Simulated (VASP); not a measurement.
Write the native input for VASP 6.6.1 that does the following.

```yaml
Task: relaxation of cell and atoms
Functional: PBEsol
Potentials_or_basis: VASP PAW PBE potentials, release 64 (Ba_sv, Te)
Cutoff: 600 eV
k_mesh: 6 × 6 × 6
Occupations: gaussian, width 0.01 eV
Spin: no spin polarisation
Target_pressure: 2 GPa
Dipole_correction: no
Further_INCAR_settings: ALGO = Normal; EDIFF = 1e-06; IBRION = 2; EDIFFG = -0.002; NSW = 100; ISIF = 3
```

The structure of BaTe lies in POSCAR:

```
BaTe
1.0
    0.0000000000      3.4713686740      3.4713686740
    3.4713686740      0.0000000000      3.4713686740
    3.4713686740      3.4713686740      0.0000000000
Ba Te
1 1
Direct
    0.0000000000      0.0000000000      0.0000000000
    0.5000000000      0.5000000000      0.5000000000
```

These files were run (other wordings do the same):

INCAR

```
PREC = Accurate ; ENCUT = 600
EDIFF = 1E-6 ; ISMEAR = 0
SIGMA = 0.01 ; LREAL = F
LASPH = T ; NELM = 100
ALGO = Normal ; ISIF = 3
LWAVE = F ; LCHARG = F
GGA = PS ; IBRION = 2
NSW = 100 ; EDIFFG = -0.002
PSTRESS = 20.0
```

KPOINTS

```
Automatic mesh
0
Gamma
  6 6 6
```

Potentials or basis: VASP PAW PBE potentials, release 64 (Ba_sv, Te).

Command:

```bash
$ cat potpaw_PBE.64/Ba_sv/POTCAR potpaw_PBE.64/Te/POTCAR > POTCAR
$ mpirun -np 1 vasp_std > vasp.out
```

It gave:

The relaxed volume is 40.02 Å³/atom and the relaxed cell is a = 4.837 Å, b = 4.837 Å, c = 4.837 Å, α = 60.00°, β = 60.00°, γ = 60.00°. The space group after relaxing (to 0.05 Å) is Fm-3m (No. 225). The energy change on relaxing (the enthalpy is what falls) is +13.1 meV/atom. The ionic steps are 3. The pressure after relaxing is 2.0 GPa and the band gap on the k mesh is 1.26 eV, indirect (least direct gap 1.65 eV).

Caveat: the cell is relaxed towards a set pressure, so the enthalpy falls and the energy may rise; the PAW data sets were made with another functional, which shifts forces and pressure a little; spin-orbit coupling is left out, which moves the levels of the heavy elements.

Wall time 27 s on 1 thread of Intel(R) Xeon(R) 6975P-C (Granite Rapids), with other jobs on the host, peak memory 0.24 GiB.
